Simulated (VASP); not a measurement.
# SnTe (Fm-3m) in VASP: single point with r2SCANh

Aim: the single point of SnTe with r2SCANh.

All numbers are computed with VASP 6.6.1; they aren't measurements. Logs are shortened: lines on timing, memory, paths and dates and some standing lists are left out, and cuts for length are marked.

### Step 1. The cell of the first run

The structure is cubic, space group Fm-3m (No. 225). Conventional cell: a = 6.313 Å, b = 6.313 Å, c = 6.313 Å, α = 90.00°, β = 90.00°, γ = 90.00°. Sn (site symmetry m-3m) has 6 Te at 3.16 Å within 4.2 Å. Within 4.2 Å of Te (site symmetry m-3m) lie 6 Sn at 3.16 Å.

### Step 2. Single point, r2SCANh

Input file POSCAR:

```
SnTe
1.0
    0.0000000000      3.1565012282      3.1565012282
    3.1565012282      0.0000000000      3.1565012282
    3.1565012282      3.1565012282      0.0000000000
Sn Te
1 1
Direct
    0.5000000000      0.5000000000      0.5000000000
    0.0000000000      0.0000000000      0.0000000000
```

Input file INCAR.step1:

```
ALGO = Normal
EDIFF = 1E-5
ENCUT = 520
GGA = PE
ISIF = 2
ISMEAR = 0
LASPH = True
LCHARG = False
LREAL = False
LWAVE = True
NBANDS = 17
NELM = 80
PREC = Accurate
SIGMA = 0.05
```

Input file INCAR.step2:

```
AEXX = 0.1
ALGO = Normal
EDIFF = 1E-7
ENCUT = 520
ISIF = 2
ISMEAR = 0
ISTART = 1
LASPH = True
LCHARG = False
LHFCALC = True
LMIXTAU = True
LREAL = False
LWAVE = False
METAGGA = R2SCAN
NBANDS = 17
NELM = 80
PREC = Accurate
PRECFOCK = Normal
SIGMA = 0.05
```

Input file KPOINTS:

```
k-points
0
Gamma
  6 6 6
```

Potentials or basis: VASP PAW PBE potentials, release 64 (Sn_d, Te).

Run with:

```console
$ cat potpaw_PBE.64/Sn_d/POTCAR potpaw_PBE.64/Te/POTCAR > POTCAR
$ cp INCAR.step1 INCAR
$ mpirun -np 1 vasp_std > vasp.out
$ cp INCAR.step2 INCAR
$ mpirun -np 1 vasp_std > vasp.out
```

OUTCAR:

```text
AEXX = 0.1
   EDIFF = 1E-7
   ENCUT = 520
   ISIF = 2
   ISMEAR = 0
   ISTART = 1
   LASPH = True
   LHFCALC = True
   LREAL = False
   METAGGA = R2SCAN
   NELM = 80
   PREC = Accurate
   PRECFOCK = Normal

 ion  position               nearest neighbor table
   1  0.500  0.500  0.500-   2 3.16   2 3.16   2 3.16   2 3.16   2 3.16   2 3.16
   2  0.000  0.000  0.000-   1 3.16   1 3.16   1 3.16   1 3.16   1 3.16   1 3.16

  LATTYP: Found a face centered cubic cell.
 ALAT       =     6.3130024564

  Lattice vectors:

 A1 = (   0.0000000000,   3.1565012282,   3.1565012282)
 A2 = (   3.1565012282,   0.0000000000,   3.1565012282)
 A3 = (   3.1565012282,   3.1565012282,   0.0000000000)

Analysis of symmetry for initial positions (statically):
=====================================================================
 Subroutine PRICEL returns:
 Original cell was already a primitive cell.

 Routine SETGRP: Setting up the symmetry group for a
 face centered cubic supercell.

 Subroutine GETGRP returns: Found 48 space group operations
 (whereof 48 operations were pure point group operations)
 out of a pool of 48 trial point group operations.

The static configuration has the point symmetry O_h .

Analysis of symmetry for dynamics (positions and initial velocities):
=====================================================================
 Subroutine PRICEL returns:
 Original cell was already a primitive cell.

 Routine SETGRP: Setting up the symmetry group for a
 face centered cubic supercell.

 Subroutine GETGRP returns: Found 48 space group operations
 (whereof 48 operations were pure point group operations)
 out of a pool of 48 trial point group operations.

The dynamic configuration has the point symmetry O_h .

 Subroutine INISYM returns: Found 48 space group operations
 (whereof 48 operations are pure point group operations),
 and found     1 'primitive' translations

----------------------------------------------------------------------------------------

                                     Primitive cell

  volume of cell :      62.8996

  direct lattice vectors                    reciprocal lattice vectors
     0.000000000  3.156501228  3.156501228    -0.158403233  0.158403233  0.158403233
     3.156501228  0.000000000  3.156501228     0.158403233 -0.158403233  0.158403233
     3.156501228  3.156501228  0.000000000     0.158403233  0.158403233 -0.158403233

  length of vectors
     4.463966847  4.463966847  4.463966847     0.274362448  0.274362448  0.274362448

  position of ions in fractional coordinates (direct lattice)
     0.500000000  0.500000000  0.500000000
     0.000000000  0.000000000  0.000000000

  ion indices of the primitive-cell ions
   primitive index   ion index
                 1           1
                 2           2

----------------------------------------------------------------------------------------

 KPOINTS: k-points

Automatic generation of k-mesh.
 Grid dimensions read from file:
 generate k-points for:    6    6    6

 Generating k-lattice:

  Cartesian coordinates                     Fractional coordinates (reciprocal lattice)
    -0.026400539  0.026400539  0.026400539     0.166666667  0.000000000  0.000000000
     0.026400539 -0.026400539  0.026400539     0.000000000  0.166666667  0.000000000
     0.026400539  0.026400539 -0.026400539     0.000000000  0.000000000  0.166666667

  Length of vectors
     0.045727075  0.045727075  0.045727075

  Shift w.r.t. Gamma in fractional coordinates (k-lattice)
     0.000000000  0.000000000  0.000000000

 Subroutine IBZKPT returns following result:
 ===========================================

 Found     16 irreducible k-points:

 Following reciprocal coordinates:
            Coordinates               Weight
  0.000000  0.000000  0.000000      1.000000
  0.166667  0.000000  0.000000      8.000000
  0.333333  0.000000  0.000000      8.000000
  0.500000  0.000000  0.000000      4.000000
  0.166667  0.166667  0.000000      6.000000
  0.333333  0.166667  0.000000     24.000000
[... 8 lines left out ...]
 -0.333333  0.333333  0.166667     24.000000
 -0.333333  0.500000  0.166667     12.000000
   k-points           NKPTS =     16   k-points in BZ     NKDIM =    216   number of bands    NBANDS=     17
   number of dos      NEDOS =    301   number of ions     NIONS =      2
   total plane-waves  NPLWV =  46656
   dimension x,y,z NGX =    36 NGY =   36 NGZ =   36
   dimension x,y,z NGXF=    72 NGYF=   72 NGZF=   72
   ions per type =               1   1
   NGX,Y,Z   is equivalent  to a cutoff of  13.41, 13.41, 13.41 a.u.
   NGXF,Y,Z  is equivalent  to a cutoff of  26.81, 26.81, 26.81 a.u.
 SYSTEM =  unknown system
   PREC   = accura    normal or accurate (medium, high low for compatibility)
   ISTART =      1    job   : 0-new  1-cont  2-samecut
   ICHARG =      0    charge: 1-file 2-atom 10-const
   ISPIN  =      1    spin polarized calculation?
   LNONCOLLINEAR =      F non collinear calculations
   LSORBIT =      F    spin-orbit coupling
   LASPH  =      T    aspherical Exc in radial PAW
   ENCUT  =  520.0 eV  38.22 Ry    6.18 a.u.   8.30  8.30  8.30*2*pi/ulx,y,z
   NELM   =     80;   NELMIN=  2; NELMDL=  0     # of ELM steps
   EDIFF  = 0.1E-06   stopping-criterion for ELM
   LREAL  =      F    real-space projection
   EDIFFG = 0.1E-05   stopping-criterion for IOM
   NSW    =      0    number of steps for IOM
   IBRION =     -1    ionic relax: 0-MD 1-quasi-New 2-CG
   NFREE  =      0    steps in history (QN), initial steepest desc. (CG)
   ISIF   =      2    stress and relaxation
   ISYM   =      3    0-nonsym 1-usesym 2-fastsym
   POTIM  = 0.5000    time-step for ionic-motion
   TEBEG  =    0.0;   TEEND  =   0.0 temperature during run
   PSTRESS=    0.0 pullay stress
   NELECT =      20.0000    total number of electrons
   NUPDOWN=      -1.0000    fix difference up-down
   EMIN   =  10.00;   EMAX   =-10.00  energy-range for DOS
   EFERMI =   0.00;   METHOD = LEGACY
   ISMEAR =     0;   SIGMA  =   0.05  broadening in eV -4-tet -1-fermi 0-gaus
   EFERMI_NEDOS =   21; number of points for ismear=-14 and -15
   IALGO  =     38    algorithm
   IMIX   =      1    mixing-type and parameters
     AMIX     =   0.40;   BMIX     =  1.00
     AMIX_MAG =   1.60;   BMIX_MAG =  1.00
  volume/ion in A,a.u.               =      31.45       212.23
  Fermi-wavevector in a.u.,A,eV,Ry     =   1.117383  2.111548 16.987494  1.248546
  Thomas-Fermi vector in A             =   2.254006
   LORBIT       =      0    0 simple, 1 ext, 2 COOP (PROOUT), +10 PAW based schemes
   METAGGA = R2SCAN    functional components
   LHFCALC =     T    Hartree Fock is set to
   PRECFOCK=normal    Normal, Fast or Accurate (Low or Medium for compatibility)
   ENCUT4O =  -1.0   cutoff for four orbital integrals eV
   NKREDX  =     1    reduce k-point grid by
   NKREDY  =     1    reduce k-point grid by
   NKREDZ  =     1    reduce k-point grid by
   AEXX    =    0.1000 exact exchange contribution
   HFSCREEN=    0.0000 screening length (either q_TF or 0.3 A-1)
   HFSCREENC=   0.0000 screening length for correlation (either q_TF or 0.3 A-1)
   ENCUTFOCK=  -1.0 apply spherical cutoff to Coloumb kernel
   IVDW    =     0    specifies the selected vdW correction
   LEPSILON=     F    determine dielectric tensor
   LRPA    =     F    only Hartree local field effects (RPA)
 non-spin polarized calculation
 Gauss-broadening in eV      SIGMA  =   0.05
  energy-cutoff  :      520.00
  volume of cell :       62.90
 maximum number of plane-waves:      1711
 NGX is ok and might be reduce to    36
  NGX = 28; NGY = 28; NGZ = 28

 number of electron      19.9999999 magnetization

 Free energy of the ion-electron system (eV)
  ---------------------------------------------------
  ext. energy  EPLUGINS =         0.00000000
  ---------------------------------------------------
  free energy    TOTEN  =       -47.39197039 eV

  energy without entropy =      -47.39197032  energy(sigma->0) =      -47.39197036

 E-fermi :   7.0391     XC(G=0):  -9.1698

 val. band max:        6.8840281286   @ k =   0.5000   0.0000   0.0000
 cond. band min:       7.1941330581   @ k =   0.5000   0.0000   0.0000
 fundamental gap:      0.3101049295
 Fermi energy:         7.0390806842

 k-point     1 :       0.0000    0.0000    0.0000
  band No.  band energies     occupation
      1     -16.8722      2.00000
      2     -16.8722      2.00000
      3     -16.8593      2.00000
      4     -16.8593      2.00000
      5     -16.8593      2.00000
      6      -7.2092      2.00000
[... 9 lines left out ...]
     16      12.1652      0.00000
     17      14.2795      0.00000

 k-point     2 :       0.1667    0.0000    0.0000
  band No.  band energies     occupation
      1     -16.8735      2.00000
      2     -16.8735      2.00000
      3     -16.8589      2.00000
      4     -16.8579      2.00000
      5     -16.8578      2.00000
      6      -6.9565      2.00000
[... 9 lines left out ...]
     16      12.7574      0.00000
     17      15.9838      0.00000

 k-point     3 :       0.3333    0.0000    0.0000
  band No.  band energies     occupation
      1     -16.8766      2.00000
      2     -16.8766      2.00000
      3     -16.8582      2.00000
      4     -16.8544      2.00000
      5     -16.8544      2.00000
      6      -6.2950      2.00000
[... 9 lines left out ...]
     16      14.3696      0.00000
     17      18.4920      0.00000

 k-point     4 :       0.5000    0.0000    0.0000
  band No.  band energies     occupation
      1     -16.8782      2.00000
      2     -16.8782      2.00000
      3     -16.8578      2.00000
      4     -16.8526      2.00000
      5     -16.8526      2.00000
      6      -5.7975      2.00000
[... 9 lines left out ...]
     16      16.4438      0.00000
     17      16.4438      0.00000
[... 183 lines left out ...]
      1     -16.8837      2.00000
      2     -16.8728      2.00000
      3     -16.8590      2.00000
      4     -16.8530      2.00000
      5     -16.8513      2.00000
      6      -5.8236      2.00000
[... 9 lines left out ...]
     16      15.9945      0.00000
     17      16.7153      0.00000

 k-point    15 :      -0.3333    0.3333    0.1667
  band No.  band energies     occupation
      1     -16.8842      2.00000
      2     -16.8742      2.00000
      3     -16.8561      2.00000
      4     -16.8552      2.00000
      5     -16.8499      2.00000
      6      -5.4809      2.00000
[... 9 lines left out ...]
     16      17.5384      0.00000
     17      17.7794      0.00000

 k-point    16 :      -0.3333    0.5000    0.1667
  band No.  band energies     occupation
      1     -16.8882      2.00000
      2     -16.8712      2.00000
      3     -16.8596      2.00000
      4     -16.8522      2.00000
      5     -16.8484      2.00000
      6      -5.3864      2.00000
[... 9 lines left out ...]
     16      17.7455      0.00000
     17      18.8996      0.00000

------------------------ aborting loop because EDIFF is reached ----------------------------------------

  FORCE on cell =-STRESS in cart. coord.  units (eV):
  Direction    XX          YY          ZZ          XY          YZ          ZX
  --------------------------------------------------------------------------------------
  -------------------------------------------------------------------------------------
  Total        0.4737263      0.4737263      0.4737263      0.0000000     -0.0000000     -0.0000000
  in kB       12.0667458     12.0667458     12.0667458      0.0000000     -0.0000000     -0.0000000
  external PRESSURE =      12.0667458 kB  Pullay stress =       0.0000000 kB

 VOLUME and BASIS-vectors are now :
 -----------------------------------------------------------------------------
  energy-cutoff  :      520.00
  volume of cell :       62.90
      direct lattice vectors                 reciprocal lattice vectors
     0.000000000  3.156501228  3.156501228    -0.158403233  0.158403233  0.158403233
     3.156501228  0.000000000  3.156501228     0.158403233 -0.158403233  0.158403233
     3.156501228  3.156501228  0.000000000     0.158403233  0.158403233 -0.158403233

 POSITION                                       TOTAL-FORCE (eV/Angst)
 -----------------------------------------------------------------------------------
      3.15650      3.15650      3.15650        -0.000000      0.000000      0.000000
      0.00000      0.00000      0.00000         0.000000     -0.000000     -0.000000
 -----------------------------------------------------------------------------------
    total drift:                                0.000000      0.000000      0.000000

  FREE ENERGIE OF THE ION-ELECTRON SYSTEM (eV)
  ---------------------------------------------------
  free  energy   TOTEN  =       -47.3919703915 eV

  energy  without entropy=      -47.3919703219  energy(sigma->0) =      -47.39197036
```

Wall time 2 h (1 thread of Intel Xeon Platinum 8488C (Sapphire Rapids), shared host); peak memory 0.25 GiB.

What came out:

```
Free energy            : -47.3920 eV
Pressure               : 1.2 GPa
Band gap on the k mesh : 0.31 eV
```

Caveat: the PAW data sets were made with another functional, which shifts forces and pressure a little; spin-orbit coupling is left out, which moves the levels of the heavy elements.
